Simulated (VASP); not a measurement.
# W (Im-3m) in VASP: further runs

The runs below take W through single point, with PBE+D3(BJ).

Everything below comes from runs of VASP 6.6.1. Logs are shortened: lines on timing, memory, paths and dates and some standing lists are left out, and cuts for length are marked.

## 1. The cell of the first run

Symmetry: Im-3m, No. 229, cubic system. The conventional cell has a = 3.100 Å, b = 3.100 Å, c = 3.100 Å, α = 90.00°, β = 90.00°, γ = 90.00°. Within 3.5 Å of W (site symmetry m-3m) lie 14 W at 2.68 to 3.10 Å.

## 2. Single point, PBE+D3(BJ)

INCAR

```
SYSTEM = W
PREC     = Accurate       ! precision mode
ENCUT    = 520            ! plane-wave cutoff, eV
EDIFF    = 1E-6           ! SCF threshold, eV
ISMEAR   = 1              ! smearing method
SIGMA    = 0.1            ! smearing width, eV
LREAL    = .FALSE.        ! projectors in reciprocal space
LASPH    = .TRUE.         ! aspherical terms in the spheres
NELM     = 80             ! most SCF steps
ALGO     = Normal         ! electronic algorithm
ISIF     = 2              ! what is computed and relaxed
LWAVE    = .FALSE.        ! write WAVECAR
LCHARG   = .TRUE.         ! write CHGCAR
GGA      = PE             ! functional
IVDW     = 12             ! dispersion correction
LELF     = .TRUE.         ! ELF
LVHAR    = .TRUE.       
NBANDS   = 13             ! bands
```

KPOINTS

```
regular mesh
0
G
  12 12 12
  0 0 0
```

POSCAR

```
W
1.0
   -1.5500431812      1.5500431812      1.5500431812
    1.5500431812     -1.5500431812      1.5500431812
    1.5500431812      1.5500431812     -1.5500431812
W
1
Direct
    0.0000000000      0.0000000000      0.0000000000
```

Potentials or basis: VASP PAW PBE potentials, release 64 (W_sv).

On the command line:

```sh
> cat potpaw_PBE.64/W_sv/POTCAR > POTCAR
> mpirun -np 1 vasp_std > vasp.out
```

OUTCAR:

```text
SYSTEM = W
   PREC = Accurate
   ENCUT = 520
   EDIFF = 1E-6
   ISMEAR = 1
   LREAL = .FALSE.
   LASPH = .TRUE.
   NELM = 80
   ISIF = 2
   GGA = PE
   IVDW = 12
 IVDW          = 12

 ion  position               nearest neighbor table
   1  0.000  0.000  0.000-

  LATTYP: Found a body centered cubic cell.
 ALAT       =     3.1000863624

  Lattice vectors:

 A1 = (  -1.5500431812,   1.5500431812,   1.5500431812)
 A2 = (   1.5500431812,  -1.5500431812,   1.5500431812)
 A3 = (   1.5500431812,   1.5500431812,  -1.5500431812)

Analysis of symmetry for initial positions (statically):
=====================================================================
 Subroutine PRICEL returns:
 Original cell was already a primitive cell.

 Routine SETGRP: Setting up the symmetry group for a
 body centered cubic supercell.

 Subroutine GETGRP returns: Found 48 space group operations
 (whereof 48 operations were pure point group operations)
 out of a pool of 48 trial point group operations.

The static configuration has the point symmetry O_h .

Analysis of symmetry for dynamics (positions and initial velocities):
=====================================================================
 Subroutine PRICEL returns:
 Original cell was already a primitive cell.

 Routine SETGRP: Setting up the symmetry group for a
 body centered cubic supercell.

 Subroutine GETGRP returns: Found 48 space group operations
 (whereof 48 operations were pure point group operations)
 out of a pool of 48 trial point group operations.

The dynamic configuration has the point symmetry O_h .

 Subroutine INISYM returns: Found 48 space group operations
 (whereof 48 operations are pure point group operations),
 and found     1 'primitive' translations

----------------------------------------------------------------------------------------

                                     Primitive cell

  volume of cell :      14.8967

  direct lattice vectors                    reciprocal lattice vectors
    -1.550043181  1.550043181  1.550043181     0.000000000  0.322571659  0.322571659
     1.550043181 -1.550043181  1.550043181     0.322571659  0.000000000  0.322571659
     1.550043181  1.550043181 -1.550043181     0.322571659  0.322571659  0.000000000

  length of vectors
     2.684753544  2.684753544  2.684753544     0.456185215  0.456185215  0.456185215

  position of ions in fractional coordinates (direct lattice)
     0.000000000  0.000000000  0.000000000

  ion indices of the primitive-cell ions
   primitive index   ion index
                 1           1

----------------------------------------------------------------------------------------

 KPOINTS: regular mesh

Automatic generation of k-mesh.
 Grid dimensions read from file:
 generate k-points for:   12   12   12

 Generating k-lattice:

  Cartesian coordinates                     Fractional coordinates (reciprocal lattice)
     0.000000000  0.026880972  0.026880972     0.083333333  0.000000000  0.000000000
     0.026880972  0.000000000  0.026880972     0.000000000  0.083333333  0.000000000
     0.026880972  0.026880972  0.000000000     0.000000000  0.000000000  0.083333333

  Length of vectors
     0.038015435  0.038015435  0.038015435

  Shift w.r.t. Gamma in fractional coordinates (k-lattice)
     0.000000000  0.000000000  0.000000000

 Subroutine IBZKPT returns following result:
 ===========================================

 Found     72 irreducible k-points:

 Following reciprocal coordinates:
            Coordinates               Weight
  0.000000  0.000000  0.000000      1.000000
  0.083333  0.000000  0.000000     12.000000
  0.166667  0.000000  0.000000     12.000000
  0.250000  0.000000  0.000000     12.000000
  0.333333  0.000000  0.000000     12.000000
  0.416667  0.000000  0.000000     12.000000
[... 16 lines left out ...]
  0.333333  0.083333  0.083333     24.000000
  0.416667  0.083333  0.083333     12.000000
 [... further k-points ...]
   k-points           NKPTS =     72   k-points in BZ     NKDIM =     72   number of bands    NBANDS=     13
   number of dos      NEDOS =    301   number of ions     NIONS =      1
   total plane-waves  NPLWV =   8000
   dimension x,y,z NGX =    20 NGY =   20 NGZ =   20
   dimension x,y,z NGXF=    40 NGYF=   40 NGZF=   40
   ions per type =               1
   NGX,Y,Z   is equivalent  to a cutoff of  12.38, 12.38, 12.38 a.u.
   NGXF,Y,Z  is equivalent  to a cutoff of  24.77, 24.77, 24.77 a.u.
 SYSTEM =  W
   PREC   = accura    normal or accurate (medium, high low for compatibility)
   ISTART =      0    job   : 0-new  1-cont  2-samecut
   ICHARG =      2    charge: 1-file 2-atom 10-const
   ISPIN  =      1    spin polarized calculation?
   LNONCOLLINEAR =      F non collinear calculations
   LSORBIT =      F    spin-orbit coupling
   LASPH  =      T    aspherical Exc in radial PAW
   ENCUT  =  520.0 eV  38.22 Ry    6.18 a.u.   4.99  4.99  4.99*2*pi/ulx,y,z
   NELM   =     80;   NELMIN=  2; NELMDL= -5     # of ELM steps
   EDIFF  = 0.1E-05   stopping-criterion for ELM
   LREAL  =      F    real-space projection
   EDIFFG = 0.1E-04   stopping-criterion for IOM
   NSW    =      0    number of steps for IOM
   IBRION =     -1    ionic relax: 0-MD 1-quasi-New 2-CG
   NFREE  =      0    steps in history (QN), initial steepest desc. (CG)
   ISIF   =      2    stress and relaxation
   ISYM   =      2    0-nonsym 1-usesym 2-fastsym
   POTIM  = 0.5000    time-step for ionic-motion
   TEBEG  =    0.0;   TEEND  =   0.0 temperature during run
   PSTRESS=    0.0 pullay stress
   NELECT =      14.0000    total number of electrons
   NUPDOWN=      -1.0000    fix difference up-down
   EMIN   =  10.00;   EMAX   =-10.00  energy-range for DOS
   EFERMI =   0.00;   METHOD = LEGACY
   ISMEAR =     1;   SIGMA  =   0.10  broadening in eV -4-tet -1-fermi 0-gaus
   EFERMI_NEDOS =   21; number of points for ismear=-14 and -15
   IALGO  =     38    algorithm
   IMIX   =      4    mixing-type and parameters
     AMIX     =   0.40;   BMIX     =  1.00
     AMIX_MAG =   1.60;   BMIX_MAG =  1.00
  volume/ion in A,a.u.               =      14.90       100.53
  Fermi-wavevector in a.u.,A,eV,Ry     =   1.603567  3.030302 34.986380  2.571426
  Thomas-Fermi vector in A             =   2.700209
   LORBIT       =      0    0 simple, 1 ext, 2 COOP (PROOUT), +10 PAW based schemes
   GGA     = PE    functional components
   LHFCALC =     F    Hartree Fock is set to
   AEXX    =    0.0000 exact exchange contribution
   IVDW    =    12    specifies the selected vdW correction
   LEPSILON=     F    determine dielectric tensor
   LRPA    =     F    only Hartree local field effects (RPA)
 non-spin polarized calculation
 Methfessel and Paxton  Order N= 1 SIGMA  =   0.10
  energy-cutoff  :      520.00
  volume of cell :       14.90
 maximum number of plane-waves:       420
   NGX =  9   NGY =  9   NGZ =  9

 number of electron      13.9999999 magnetization

 Free energy of the ion-electron system (eV)
  ---------------------------------------------------
  ext. energy  EPLUGINS =         0.00000000
  ---------------------------------------------------
  free energy    TOTEN  =       -12.84491799 eV

  energy without entropy =      -12.84472570  energy(sigma->0) =      -12.84485390

 E-fermi :  12.3516     XC(G=0): -13.9942

 val. band max:       12.3268105441   @ k =  -0.1667   0.1667   0.1667
 cond. band min:      12.3843249469   @ k =   0.4167   0.0833   0.0000
 fundamental gap:      0.0575144027
 Fermi energy:        12.3516058207

 k-point     1 :       0.0000    0.0000    0.0000
  band No.  band energies     occupation
      1     -61.7278      2.00000
      2     -25.1869      2.00000
      3     -25.1869      2.00000
      4     -25.1869      2.00000
      5       2.3888      2.00000
      6      11.0346      2.00000
      7      11.0346      2.00000
      8      11.0346      2.00000
      9      14.7807      0.00000
     10      14.7807      0.00000
     11      27.0169      0.00000
     12      27.0169      0.00000
     13      27.0169      0.00000

 k-point     2 :       0.0833    0.0000    0.0000
  band No.  band energies     occupation
      1     -61.7161      2.00000
      2     -25.3026      2.00000
      3     -25.2224      2.00000
      4     -25.1877      2.00000
      5       2.7491      2.00000
      6      10.8128      2.00000
      7      10.9757      2.00000
      8      11.3866      2.00000
      9      14.4399      0.00000
     10      14.7818      0.00000
     11      27.3267      0.00000
     12      27.6268      0.00000
     13      27.9215      0.00000

 k-point     3 :       0.1667    0.0000    0.0000
  band No.  band energies     occupation
      1     -61.6840      2.00000
      2     -25.6102      2.00000
      3     -25.3181      2.00000
      4     -25.1898      2.00000
      5       3.7228      2.00000
      6      10.2586      2.00000
      7      10.6955      2.00000
      8      12.4165      0.11856
      9      14.0092     -0.00000
     10      14.8249      0.00000
     11      27.8889      0.00000
     12      29.3375      0.00000
     13      29.7470      0.00000

 k-point     4 :       0.2500    0.0000    0.0000
  band No.  band energies     occupation
      1     -61.6399      2.00000
      2     -26.0126      2.00000
      3     -25.4463      2.00000
      4     -25.1928      2.00000
      5       4.9273      2.00000
      6       9.5957      2.00000
      7      10.3843      2.00000
      8      14.0392     -0.00000
      9      14.1133     -0.00000
     10      14.9834      0.00000
     11      27.4754      0.00000
     12      29.7598      0.00000
     13      31.8970      0.00000

 k-point     5 :       0.3333    0.0000    0.0000
  band No.  band energies     occupation
      1     -61.5955      2.00000
      2     -26.3968      2.00000
      3     -25.5718      2.00000
      4     -25.1959      2.00000
      5       5.6566      2.00000
      6       9.0124      2.00000
      7      10.8968      2.00000
      8      14.5432      0.00000
      9      15.2794      0.00000
     10      16.0772      0.00000
     11      25.9436      0.00000
     12      27.5516      0.00000
     13      34.7846      0.00000
[... 257 lines left out ...]
 k-point    22 :       0.2500    0.0833    0.0833
  band No.  band energies     occupation
      1     -61.5873      2.00000
      2     -26.4058      2.00000
      3     -25.5858      2.00000
      4     -25.2939      2.00000
      5       6.3890      2.00000
      6       8.8764      2.00000
      7       9.9878      2.00000
      8      14.6908      0.00000
      9      15.3681      0.00000
     10      17.5863      0.00000
     11      26.7052      0.00000
     12      27.0614      0.00000
     13      31.1228      0.00000

 k-point    23 :       0.3333    0.0833    0.0833
  band No.  band energies     occupation
      1     -61.5584      2.00000
      2     -26.5955      2.00000
      3     -25.7199      2.00000
      4     -25.3027      2.00000
      5       6.4610      2.00000
      6       8.5670      2.00000
      7      11.3700      2.00000
      8      14.9569      0.00000
      9      15.6905      0.00000
     10      19.5598      0.00000
     11      24.3733      0.00000
     12      25.3444      0.00000
     13      29.9140      0.00000

 k-point    24 :       0.4167    0.0833    0.0833
  band No.  band energies     occupation
      1     -61.5479      2.00000
      2     -26.6625      2.00000
      3     -25.7702      2.00000
      4     -25.3060      2.00000
      5       6.3974      2.00000
      6       8.4622      2.00000
      7      12.2471      2.05842
      8      14.9866      0.00000
      9      15.8244      0.00000
     10      20.4439      0.00000
     11      23.2011      0.00000
     12      24.8324      0.00000
     13      29.4175      0.00000

 [... further k-points ...]

------------------------ aborting loop because EDIFF is reached ----------------------------------------

 Edisp (eV)   -0.74128

 E8    (eV) :    -0.3803

  FORCE on cell =-STRESS in cart. coord.  units (eV):
  Direction    XX          YY          ZZ          XY          YZ          ZX
  --------------------------------------------------------------------------------------
  -------------------------------------------------------------------------------------
  Total       1.95206     1.95206     1.95206     0.00000    -0.00000     0.00000
  in kB     209.94873   209.94873   209.94873     0.00000    -0.00000     0.00000
  external pressure =      209.95 kB  Pullay stress =        0.00 kB

 VOLUME and BASIS-vectors are now :
 -----------------------------------------------------------------------------
  energy-cutoff  :      520.00
  volume of cell :       14.90
      direct lattice vectors                 reciprocal lattice vectors
    -1.550043181  1.550043181  1.550043181     0.000000000  0.322571659  0.322571659
     1.550043181 -1.550043181  1.550043181     0.322571659  0.000000000  0.322571659
     1.550043181  1.550043181 -1.550043181     0.322571659  0.322571659  0.000000000

 POSITION                                       TOTAL-FORCE (eV/Angst)
 -----------------------------------------------------------------------------------
      0.00000      0.00000      0.00000        -0.000000      0.000000     -0.000000
 -----------------------------------------------------------------------------------
    total drift:                                0.000000     -0.000000      0.000000

  FREE ENERGIE OF THE ION-ELECTRON SYSTEM (eV)
  ---------------------------------------------------
  free  energy   TOTEN  =       -13.5862023628 eV

  energy  without entropy=      -13.5860100644  energy(sigma->0) =      -13.58613826
```

Wall time 8.7 s (1 thread of Intel Xeon Platinum 8559C (Emerald Rapids), shared host); peak memory 0.14 GiB.

Results:

| Item | Value |
| --- | --- |
| Free energy | -13.5862 eV |
| Pressure | 21.0 GPa |
| Band gap on the k mesh | zero (band 7 reaches 18.01 eV, above the bottom of band 8 at 11.03 eV) |
| Dispersion energy per atom | -0.741 eV |

Levels at points of the mesh, in eV from the Fermi level:
```tsv
k point	band 5	band 6	band 7	band 8	band 9	band 10
(0.00, 0.00, 0.00)	-9.96	-1.32	-1.32	-1.32	2.43	2.43
(0.50, 0.00, 0.00)	-6.68	-3.86	0.93	2.37	3.43	6.76
(0.50, 0.50, 0.50)	-6.34	-6.34	5.66	5.66	5.66	8.79
```

Caveat: three body term missing; spin-orbit coupling is left out, which moves the levels of the heavy elements; pairwise dispersion overbinds metals, which lowers pressure and volume.

## 3. Single point, PBE+D3(BJ)

This run uses another cell than the first one, of 15.21 Å³/atom, 1.021 times its volume.

INCAR: that of step 2 with these lines changed.

```diff
@@ -3,3 +3,3 @@
 ENCUT    = 520            ! plane-wave cutoff, eV
-EDIFF    = 1E-6           ! SCF threshold, eV
+EDIFF    = 1E-7           ! SCF threshold, eV
 ISMEAR   = 1              ! smearing method
@@ -12,7 +12,5 @@
 LWAVE    = .FALSE.        ! write WAVECAR
-LCHARG   = .TRUE.         ! write CHGCAR
+LCHARG   = .FALSE.        ! write CHGCAR
 GGA      = PE             ! functional
 IVDW     = 12             ! dispersion correction
-LELF     = .TRUE.         ! ELF
-LVHAR    = .TRUE.       
 NBANDS   = 13             ! bands
```

KPOINTS

```
Automatic mesh
0
G
  12 12 12
  0 0 0
```

POSCAR

```
W
1.0
   -1.5609593379      1.5609593379      1.5609593379
    1.5609593379     -1.5609593379      1.5609593379
    1.5609593379      1.5609593379     -1.5609593379
W
1
Direct
    0.0000000000      0.0000000000      0.0000000000
```

Potentials or basis: VASP PAW PBE potentials, release 64 (W_sv).

On the command line:

```sh
> cat potpaw_PBE.64/W_sv/POTCAR > POTCAR
> mpirun -np 1 vasp_std > vasp.out
```

Wall time 6.8 s (1 thread of Intel Xeon Platinum 8559C (Emerald Rapids), shared host); peak memory 0.14 GiB.

Results (log left out):

```
Free energy                : -13.6199 eV
Pressure                   : 13.0 GPa
Band gap on the k mesh     : zero (band 7 reaches 17.53 eV, above the bottom of band 8 at 10.75 eV)
Dispersion energy per atom : -0.725 eV
```

Levels at points of the mesh, in eV from the Fermi level:
```tsv
k point	band 4	band 5	band 6	band 7	band 8	band 9	band 10	band 11
(0.00, 0.00, 0.00)	-37.57	-9.81	-1.24	-1.24	-1.24	2.41	2.41	14.66
(0.50, 0.00, 0.00)	-37.58	-6.50	-3.72	0.88	2.34	3.37	6.59	11.64
(0.50, 0.50, 0.50)	-38.60	-6.12	-6.12	5.53	5.53	5.53	8.64	8.64
```

Caveat: three body term missing; spin-orbit coupling is left out, which moves the levels of the heavy elements; pairwise dispersion overbinds metals, which lowers pressure and volume.

[end of part 1 of 2]
